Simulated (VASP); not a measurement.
Wanted: the native input for a VASP 6.6.1 run.

```
Task                   : single point
Functional             : r2SCAN
Potentials or basis    : VASP PAW PBE potentials, release 64 (Ti_sv)
Cutoff                 : 520 eV
k mesh                 : 1 × 1 × 13
Occupations            : gaussian, width 0.05 eV
Spin                   : collinear spin
Starting moments       : [1.5, 1.5] μB
Dipole correction      : no
Further INCAR settings : ALGO = Normal; EDIFF = 1e-06; NBANDS = 23
```

Ti, a wire with vacuum:

```
Ti
1.0
     9.00000    0.00000    0.00000
     0.00000    9.30000    0.00000
     0.00000    0.00000    5.06904
Ti
2
Direct
  0.50000 0.50000 0.00000
  0.50000 0.50000 0.46500
```

The input as run:

POSCAR

```
Ti
1.0
    9.0000000000      0.0000000000      0.0000000000
    0.0000000000      9.3000000000      0.0000000000
    0.0000000000      0.0000000000      5.0690385428
Ti
2
Direct
    0.5000000000      0.5000000000      0.0000000000
    0.5000000000      0.5000000000      0.4650000000
```

INCAR.step1

```
SYSTEM = Ti
ALGO = Normal
EDIFF = 1E-4
ENCUT = 520
GGA = PE
ISMEAR = 0
ISPIN = 2
LASPH = .TRUE.
LCHARG = .FALSE.
LMAXMIX = 4
LREAL = .FALSE.
LWAVE = .TRUE.
MAGMOM = 1.5 1.5
NBANDS = 23
NELM = 150
PREC = Accurate
SIGMA = 0.05
```

INCAR.step2

```
SYSTEM = Ti
ALGO = Normal
EDIFF = 1E-6
ENCUT = 520
ISIF = 2
ISMEAR = 0
ISPIN = 2
ISTART = 1
LASPH = .TRUE.
LCHARG = .TRUE.
LELF = .TRUE.
LMAXMIX = 4
LMIXTAU = .TRUE.
LORBIT = 11
LREAL = .FALSE.
LVHAR = .TRUE.
LWAVE = .FALSE.
MAGMOM = 1.5 1.5
METAGGA = R2SCAN
NBANDS = 23
NELM = 150
PREC = Accurate
SIGMA = 0.05
```

KPOINTS

```
k-points
0
G
  1 1 13
  0 0 0
```

Potentials or basis: VASP PAW PBE potentials, release 64 (Ti_sv).

Run with:

```bash
$ cat potpaw_PBE.64/Ti_sv/POTCAR > POTCAR
$ cp INCAR.step1 INCAR
$ mpirun -np 1 vasp_std > vasp.out
$ cp INCAR.step2 INCAR
$ mpirun -np 1 vasp_std > vasp.out
```

It gave:

```json
{
  "Largest force": "1.992 eV/Å",
  "Net moment": "3.62 μB per cell",
  "Site moments": "Ti +1.30 μB",
  "Valence electrons inside the program's atomic spheres": "Ti 10.28"
}
```

Caveat: the PAW data sets were made with another functional, which shifts forces and pressure a little.

It took 22 min on 1 thread of Intel(R) Xeon(R) Platinum 8375C CPU @ 2.90GHz (Ice Lake), with other jobs on the host, peak memory 0.78 GiB.
